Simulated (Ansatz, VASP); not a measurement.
**CaH5: VASP beside Ansatz**

```
Ca H
1.0
     3.53663   -2.49493   -0.17895
     3.53663    2.49493   -0.17895
    -1.42003    0.00000    3.06460
Ca H
1 5
Direct
  0.63946 0.36054 0.00000
  0.62228 0.99598 0.31236
  0.00402 0.37772 0.68764
  0.22435 0.77509 0.35756
  0.22491 0.77565 0.64244
  0.19767 0.80233 0.00000
```

Alike in both runs: functional PBE; k mesh 4 × 4 × 4; occupations gaussian, width 0.1 eV; no spin polarisation.

Ansatz relaxed the structure, and its values are those at the end. VASP's run is a single point on that final structure, the one shown.

|  | VASP | Ansatz |
| --- | --- | --- |
| version | VASP 6.6.1 | Ansatz 0.2.0 |
| potentials or method | VASP PAW PBE potentials, release 64 (Ca_sv, H), cutoff 520 eV | scalar-relativistic, plane waves, PAW |
| valence electrons in the cell | 15 | 15 |

|  | VASP | Ansatz | Ansatz less VASP |
| --- | --- | --- | --- |
| gap on the k mesh at the Fermi level (eV) | none | none | - |
| pressure (GPa) | -0.1 | 0.0 | +0.06 |
| rms of the force components (eV/Å) | 0.006 | 0.004 | -0.0015 |

A gap of «none» marks a metal or a gap that the smearing closes. With one functional, cell and mesh, what is left measures potentials, basis and numerics.

The k mesh is coarse, so the values compare programs but aren't converged.
